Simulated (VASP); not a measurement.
Here is a VASP 6.6.1 calculation.

INCAR

```
PREC     = Accurate       # precision mode
ENCUT    = 500            # plane-wave cutoff, eV
EDIFF    = 1E-6           # SCF threshold, eV
ISMEAR   = -1             # smearing method
SIGMA    = 0.025          # smearing width, eV
LREAL    = False          # projectors in reciprocal space
LASPH    = True           # aspherical terms in the spheres
NELM     = 120            # most SCF steps
ALGO     = Normal         # electronic algorithm
ISIF     = 2              # what is computed and relaxed
LWAVE    = False          # write WAVECAR
LCHARG   = False          # write CHGCAR
GGA      = LIBXC          # functional
LIBXC1   = GGA_X_RPBE   
LIBXC2   = GGA_C_LYP    
NBANDS   = 11             # bands
GGA_COMPAT= False
```

File KPOINTS:

```
Automatic mesh
0
Gamma
  7 7 7
```

Contents of POSCAR:

```
Ba
1.0
    0.0000000000      3.2326650028      3.2326650028
    3.2326650028      0.0000000000      3.2326650028
    3.2326650028      3.2326650028      0.0000000000
Ba
1
Direct
    0.0000000000      0.0000000000      0.0000000000
```

Potentials or basis: VASP PAW PBE potentials, release 64 (Ba_sv).

Run with:

```console
$ cat potpaw_PBE.64/Ba_sv/POTCAR > POTCAR
$ mpirun -np 1 vasp_std > vasp.out
```

(1) What does it give for the pressure?

(2) What does it give for the band gap on the k mesh?

Results:

(1) 0.7 GPa.

(2) zero (bands 5 and 6 overlap by 0.04 eV).

Caveat: the PAW data sets were made with another functional, which shifts forces and pressure a little; spin-orbit coupling is left out, which moves the levels of the heavy elements.
